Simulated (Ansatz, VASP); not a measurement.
# One calculation of H4NF, two programs

```
H N F
1.0
     4.43211    0.00000    0.00000
    -2.21606    3.83832    0.00000
     0.00000    0.00000    7.17690
H N F
8 2 2
Direct
  0.33333 0.66667 0.22785
  0.66667 0.33333 0.72785
  0.46249 0.53751 0.42295
  0.92499 0.46249 0.92295
  0.46249 0.92499 0.42295
  0.53751 0.46249 0.92295
  0.07501 0.53751 0.42295
  0.53751 0.07501 0.92295
  0.33333 0.66667 0.37435
  0.66667 0.33333 0.87435
  0.33333 0.66667 0.99745
  0.66667 0.33333 0.49745
```

Alike in both runs: task relaxation of cell and atoms; functional PBEsol; k mesh 6 × 6 × 4; occupations gaussian, width 0.02 eV; no spin polarisation.

|  | VASP | Ansatz |
| --- | --- | --- |
| version | VASP 6.6.1 | Ansatz 0.2.0 |
| potentials or method | VASP PAW PBE potentials, release 64 (H, N, F), cutoff 600 eV | scalar-relativistic, plane waves, PAW |
| valence electrons in the cell | 32 | 32 |

|  | VASP | Ansatz | Ansatz less VASP |
| --- | --- | --- | --- |
| gap on the k mesh at the Fermi level, each at its own relaxed structure (eV) | 6.21 | 6.19 | -0.023 |
| relaxed volume (Å³/atom) | 9.89 | 9.98 | +0.086 |
| relaxed length of the cell vector where the two differ most in proportion (Å) | 7.113 | 7.140 | +0.0269 |

VASP's potentials were made for PBE, not for PBEsol. Ansatz's warnings: xc potential rough in thin density.
